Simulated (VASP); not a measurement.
# Cu12N in VASP: a series of runs, part 2 of 2

VASP 6.6.1.

## 3. Single point, PBE

Contents of INCAR:

```
SYSTEM = Cu12N
  ALGO = Normal
  DIPOL = 0.5 0.5 0.321
  EDIFF = 1E-6
  ENCUT = 520
  GGA = PE
  IDIPOL = 3
  ISIF = 2
  ISMEAR = 0
  LASPH = .True.
  LCHARG = .False.
  LDIPOL = .True.
  LREAL = .False.
  LWAVE = .False.
  NBANDS = 80
  NELM = 100
  PREC = Accurate
  SIGMA = 0.1
```

Contents of KPOINTS:

```
k-points
0
Gamma
  6 6 1
  0 0 0
```

Contents of POSCAR:

```
Cu12N
1.0
    5.1332392722      0.0000000000      0.0000000000
   -2.5666196361      4.4455156134      0.0000000000
    0.0000000000      0.0000000000     19.6236283438
Cu N
12 1
Direct
    0.3333333333      0.1666666667      0.2038359028
    0.3333333333      0.6666666667      0.2038359028
    0.8333333333      0.1666666667      0.2038359028
    0.8333333333      0.6666666667      0.2038359028
    0.1666666667      0.3333333333      0.3089002490
    0.1666666667      0.8333333333      0.3089002490
    0.6666666667      0.3333333333      0.3089002490
    0.6666666667      0.8333333333      0.3089002490
    0.0000000000      0.0000000000      0.4139717794
    0.0000000000      0.5000000000      0.4139717794
    0.5000000000      0.0000000000      0.4139717794
    0.5000000000      0.5000000000      0.4139717794
    0.1666666667      0.3333333333      0.4685746665
```

Potentials or basis: VASP PAW PBE potentials, release 64 (Cu, N).

The run is started by

```
$ cat potpaw_PBE.64/Cu/POTCAR potpaw_PBE.64/N/POTCAR > POTCAR
$ mpirun -np 1 vasp_std > vasp.out
```

OUTCAR:

```text
SYSTEM = Cu12N
   EDIFF = 1E-6
   ENCUT = 520
   GGA = PE
   ISIF = 2
   ISMEAR = 0
   LASPH = .True.
   LREAL = .False.
   NELM = 100
   PREC = Accurate

 ion  position               nearest neighbor table
   1  0.333  0.167  0.204-   5 2.54   6 2.54   7 2.54   4 2.57   2 2.57   2 2.57   4 2.57   3 2.57
                             3 2.57
   2  0.333  0.667  0.204-   6 2.54   5 2.54   8 2.54   3 2.57   1 2.57   1 2.57   3 2.57   4 2.57
                             4 2.57
   3  0.833  0.167  0.204-   7 2.54   8 2.54   5 2.54   4 2.57   2 2.57   4 2.57   2 2.57   1 2.57
                             1 2.57
   4  0.833  0.667  0.204-   8 2.54   7 2.54   6 2.54   3 2.57   1 2.57   3 2.57   1 2.57   2 2.57
                             2 2.57
   5  0.167  0.333  0.309-   1 2.54   2 2.54   3 2.54   9 2.54  12 2.54  10 2.54   8 2.57   6 2.57
                             6 2.57   8 2.57   7 2.57   7 2.57
   6  0.167  0.833  0.309-   2 2.54   1 2.54   4 2.54  10 2.54  11 2.54   9 2.54   7 2.57   5 2.57
                             5 2.57   7 2.57   8 2.57   8 2.57
   7  0.667  0.333  0.309-   3 2.54   4 2.54   1 2.54  11 2.54  10 2.54  12 2.54   8 2.57   6 2.57
                             8 2.57   6 2.57   5 2.57   5 2.57
   8  0.667  0.833  0.309-   4 2.54   3 2.54   2 2.54  12 2.54   9 2.54  11 2.54   7 2.57   5 2.57
                             7 2.57   5 2.57   6 2.57   6 2.57
   9  0.000  0.000  0.414-  13 1.83   5 2.54   8 2.54   6 2.54  12 2.57  10 2.57  10 2.57  12 2.57
                            11 2.57  11 2.57
  10  0.000  0.500  0.414-  13 1.83   6 2.54   7 2.54   5 2.54  11 2.57   9 2.57   9 2.57  11 2.57
                            12 2.57  12 2.57
  11  0.500  0.000  0.414-   7 2.54   6 2.54   8 2.54  10 2.57  12 2.57  12 2.57  10 2.57   9 2.57
                             9 2.57
  12  0.500  0.500  0.414-  13 1.83   8 2.54   5 2.54   7 2.54  11 2.57   9 2.57  11 2.57   9 2.57
                            10 2.57  10 2.57
  13  0.167  0.333  0.469-   9 1.83  12 1.83  10 1.83

  LATTYP: Found a hexagonal cell.
 ALAT       =     5.1332392722
 C/A-ratio  =     3.8228547908

  Lattice vectors:

 A1 = (   5.1332392722,   0.0000000000,   0.0000000000)
 A2 = (  -2.5666196361,   4.4455156134,   0.0000000000)
 A3 = (   0.0000000000,   0.0000000000,  19.6236283438)

Analysis of symmetry for initial positions (statically):
=====================================================================
 Subroutine PRICEL returns:
 Original cell was already a primitive cell.

 Routine SETGRP: Setting up the symmetry group for a
 hexagonal supercell.

 Subroutine GETGRP returns: Found  6 space group operations
 (whereof  2 operations were pure point group operations)
 out of a pool of 24 trial point group operations.

The static configuration has the point symmetry C_1h.
 The point group associated with its full space group is C_3v.

Analysis of symmetry for dynamics (positions and initial velocities):
=====================================================================
 Subroutine PRICEL returns:
 Original cell was already a primitive cell.

 Routine SETGRP: Setting up the symmetry group for a
 hexagonal supercell.

 Subroutine GETGRP returns: Found  6 space group operations
 (whereof  2 operations were pure point group operations)
 out of a pool of 24 trial point group operations.

The dynamic configuration has the point symmetry C_1h.
 The point group associated with its full space group is C_3v.

 Subroutine INISYM returns: Found  6 space group operations
 (whereof  2 operations are pure point group operations),
 and found     1 'primitive' translations
[... 96 lines left out ...]
   LASPH  =      T    aspherical Exc in radial PAW
   ENCUT  =  520.0 eV  38.22 Ry    6.18 a.u.   9.54  9.54 36.49*2*pi/ulx,y,z
   NELM   =    100;   NELMIN=  2; NELMDL= -5     # of ELM steps
   EDIFF  = 0.1E-05   stopping-criterion for ELM
   LREAL  =      F    real-space projection
   EDIFFG = 0.1E-04   stopping-criterion for IOM
   NSW    =      0    number of steps for IOM
   IBRION =     -1    ionic relax: 0-MD 1-quasi-New 2-CG
   NFREE  =      0    steps in history (QN), initial steepest desc. (CG)
   ISIF   =      2    stress and relaxation
   ISYM   =      2    0-nonsym 1-usesym 2-fastsym
   POTIM  = 0.5000    time-step for ionic-motion
   TEBEG  =    0.0;   TEEND  =   0.0 temperature during run
   PSTRESS=    0.0 pullay stress
   NELECT =     137.0000    total number of electrons
   NUPDOWN=      -1.0000    fix difference up-down
   EMIN   =  10.00;   EMAX   =-10.00  energy-range for DOS
   EFERMI =   0.00;   METHOD = LEGACY
   ISMEAR =     0;   SIGMA  =   0.10  broadening in eV -4-tet -1-fermi 0-gaus
   EFERMI_NEDOS =   21; number of points for ismear=-14 and -15
   IALGO  =     38    algorithm
   IMIX   =      4    mixing-type and parameters
     AMIX     =   0.40;   BMIX     =  1.00
     AMIX_MAG =   1.60;   BMIX_MAG =  1.00
  volume/ion in A,a.u.               =      34.45       232.46
  Fermi-wavevector in a.u.,A,eV,Ry     =   1.103106  2.084569 16.556161  1.216844
  Thomas-Fermi vector in A             =   2.239559
   LORBIT       =      0    0 simple, 1 ext, 2 COOP (PROOUT), +10 PAW based schemes
   GGA     = PE    functional components
   LHFCALC =     F    Hartree Fock is set to
   AEXX    =    0.0000 exact exchange contribution
   IVDW    =     0    specifies the selected vdW correction
   LEPSILON=     F    determine dielectric tensor
   LRPA    =     F    only Hartree local field effects (RPA)
 non-spin polarized calculation
 Gauss-broadening in eV      SIGMA  =   0.10
  energy-cutoff  :      520.00
  volume of cell :      447.81
 maximum number of plane-waves:     12133
 NGX is ok and might be reduce to    40
   NGX = 19   NGY = 19   NGZ = 73

 dipolmoment           0.000000      0.000000     -0.319184 electrons x Angstroem

 number of electron     137.0000024 magnetization

 dipolmoment           0.000000      0.000000      0.124528 electrons x Angstroem

 Free energy of the ion-electron system (eV)
  ---------------------------------------------------
  ext. energy  EPLUGINS =         0.00000000
  ---------------------------------------------------
  free energy    TOTEN  =       -47.81824577 eV

  energy without entropy =      -47.78007894  energy(sigma->0) =      -47.79916236

 E-fermi :  -0.9653     XC(G=0):  -5.0881

 val. band max:       -0.9933706240   @ k =   0.3333   0.1667   0.0000
 cond. band min:      -0.9178078430   @ k =   0.1667  -0.0000   0.0000
 fundamental gap:      0.0755627810
 Fermi energy:        -0.9652605113

 k-point     1 :       0.0000    0.0000    0.0000
  band No.  band energies     occupation
      1     -15.4742      2.00000
      2      -9.5712      2.00000
      3      -7.4251      2.00000
      4      -6.3462      2.00000
      5      -6.3462      2.00000
      6      -6.2253      2.00000
[... 570 lines left out ...]
     79       3.4864      0.00000
     80       5.1871      0.00000

------------------------ aborting loop because EDIFF is reached ----------------------------------------

 vacuum level on the upper side and lower side of the slab       (xc-potential included)         0.406        -0.484

  FORCE on cell =-STRESS in cart. coord.  units (eV):
  Direction    XX          YY          ZZ          XY          YZ          ZX
  --------------------------------------------------------------------------------------
  -------------------------------------------------------------------------------------
  Total       -0.8470681     -0.8470681      2.6999196      0.0000000     -0.0000000      0.0000000
  in kB       -3.0306512     -3.0306512      9.6598073      0.0000000     -0.0000000      0.0000000
  external PRESSURE =       1.1995016 kB  Pullay stress =       0.0000000 kB

 VOLUME and BASIS-vectors are now :
 -----------------------------------------------------------------------------
  energy-cutoff  :      520.00
  volume of cell :      447.81
      direct lattice vectors                 reciprocal lattice vectors
     5.133239272  0.000000000  0.000000000     0.194808764  0.112472893  0.000000000
    -2.566619636  4.445515613  0.000000000     0.000000000  0.224945785  0.000000000
     0.000000000  0.000000000 19.623628344     0.000000000  0.000000000  0.050958976

 POSITION                                       TOTAL-FORCE (eV/Angst)
 -----------------------------------------------------------------------------------
      1.28331      0.74092      4.00000         0.039362     -0.022726     -0.095067
     -0.00000      2.96368      4.00000        -0.000000      0.045451     -0.095067
      3.84993      0.74092      4.00000        -0.039362     -0.022726     -0.095067
      2.56662      2.96368      4.00000        -0.000000      0.000000     -0.179153
      0.00000      1.48184      6.06174        -0.000000      0.000000     -0.408541
     -1.28331      3.70460      6.06174        -0.055373     -0.031970      0.018967
      2.56662      1.48184      6.06174        -0.000000      0.063940      0.018967
      1.28331      3.70460      6.06174         0.055373     -0.031970      0.018967
      0.00000      0.00000      8.12363        -0.000000     -0.765675      0.237548
     -1.28331      2.22276      8.12363        -0.663094      0.382838      0.237548
      2.56662      0.00000      8.12363        -0.000000      0.000000     -0.030996
      1.28331      2.22276      8.12363         0.663094      0.382838      0.237548
      0.00000      1.48184      9.19514        -0.000000      0.000000      0.134348
 -----------------------------------------------------------------------------------
    total drift:                                0.000003      0.000001     -0.006288

  FREE ENERGIE OF THE ION-ELECTRON SYSTEM (eV)
  ---------------------------------------------------
  free  energy   TOTEN  =       -47.8182457680 eV

  energy  without entropy=      -47.7800789446  energy(sigma->0) =      -47.79916236

 vacuum level on the upper side and lower side of the slab         4.794         3.834
```

Wall time 16 min (1 thread of Intel Xeon Platinum 8488C (Sapphire Rapids), shared host); peak memory 0.63 GiB.

Results:

| Item | Value |
| --- | --- |
| Free energy | -47.8182 eV |
| Largest force | 0.802 eV/Å |
| Band gap on the k mesh | zero (an odd number of electrons rules out a gap without spin polarisation) |

Forces in eV/Å, atoms in the order of the input:
```
Cu   0.039 -0.023 -0.095
Cu   0.000  0.045 -0.095
Cu  -0.039 -0.023 -0.095
Cu   0.000  0.000 -0.179
Cu   0.000  0.000 -0.409
Cu  -0.055 -0.032  0.019
Cu   0.000  0.064  0.019
Cu   0.055 -0.032  0.019
Cu   0.000 -0.766  0.238
Cu  -0.663  0.383  0.238
Cu   0.000  0.000 -0.031
Cu   0.663  0.383  0.238
N    0.000  0.000  0.134
```

With open d or f shells a metallic result of PBE can be an artefact of self-interaction; +U or a hybrid may open a gap.

## 4. Single point, PBE

Contents of INCAR:

```
SYSTEM = Cu12N
ALGO     = Normal         ! electronic algorithm
DIPOL    = 0.5 0.5 0.321
EDIFF    = 1E-7           ! SCF threshold, eV
ENCUT    = 520            ! plane-wave cutoff, eV
GGA      = PE             ! functional
IDIPOL   = 3            
ISIF     = 2              ! what is computed and relaxed
ISMEAR   = 0              ! smearing method
LASPH    = .True.         ! aspherical terms in the spheres
LCHARG   = .False.        ! write CHGCAR
LDIPOL   = .True.       
LREAL    = .False.        ! projectors in reciprocal space
LWAVE    = .False.        ! write WAVECAR
NBANDS   = 80             ! bands
NELM     = 60             ! most SCF steps
PREC     = Accurate       ! precision mode
SIGMA    = 0.1            ! smearing width, eV
```

KPOINTS is that of step 3.

Edit POSCAR of step 3 so:

```diff
@@ -20,2 +20,2 @@
     0.5000000000      0.5000000000      0.4139717794
-    0.1666666667      0.3333333333      0.4685746665
+    0.3333333333      0.1666666667      0.4684308588
```

The run is started by

```
$ cat potpaw_PBE.64/Cu/POTCAR potpaw_PBE.64/N/POTCAR > POTCAR
$ mpirun -np 1 vasp_std > vasp.out
```

Run time: 14 min. Hardware: 1 thread of Intel Xeon Platinum 8488C (Sapphire Rapids), shared host; peak memory 0.63 GiB.

It converged, with:

```
Free energy            : -47.9326 eV
Largest force          : 0.774 eV/Å
Band gap on the k mesh : zero (an odd number of electrons rules out a gap without spin polarisation)
```

Forces in eV/Å, atoms in the order of the input:
```
Cu   0.000  0.000 -0.112
Cu   0.004  0.002 -0.093
Cu   0.000 -0.005 -0.093
Cu  -0.004  0.002 -0.093
Cu  -0.089  0.051 -0.120
Cu   0.000 -0.102 -0.120
Cu   0.089  0.051 -0.120
Cu   0.000  0.000  0.147
Cu  -0.652 -0.377  0.179
Cu   0.000  0.000 -0.068
Cu   0.652 -0.377  0.179
Cu   0.000  0.753  0.179
N    0.000  0.000  0.139
```

Levels at points of the mesh, in eV from the Fermi level:
| k point | band 66 | band 67 | band 68 | band 69 | band 70 | band 71 |
| --- | --- | --- | --- | --- | --- | --- |
| (0.00, 0.00, 0.00) | -0.89 | -0.89 | 0.20 | 0.20 | 0.35 | 0.85 |
| (0.50, 0.00, 0.00) | -0.92 | -0.87 | -0.30 | 0.03 | 0.27 | 0.72 |

## 5. Summary

| cell | gap on the mesh (eV) | largest force (eV/Å) |
| --- | --- | --- |
| as given, atomic positions A | none | 0.55 |
| as given, atomic positions B | none | 0.80 |
| as given, atomic positions C | none | 0.77 |

Alike in all rows: task single point; level PBE; potentials or basis VASP PAW PBE potentials, release 64 (Cu, N); no spin polarisation; k mesh 6 × 6 × 1; cutoff (eV) 520; smearing gaussian 0.1 eV.

Absolute energies hang on the potentials; compare differences alone.
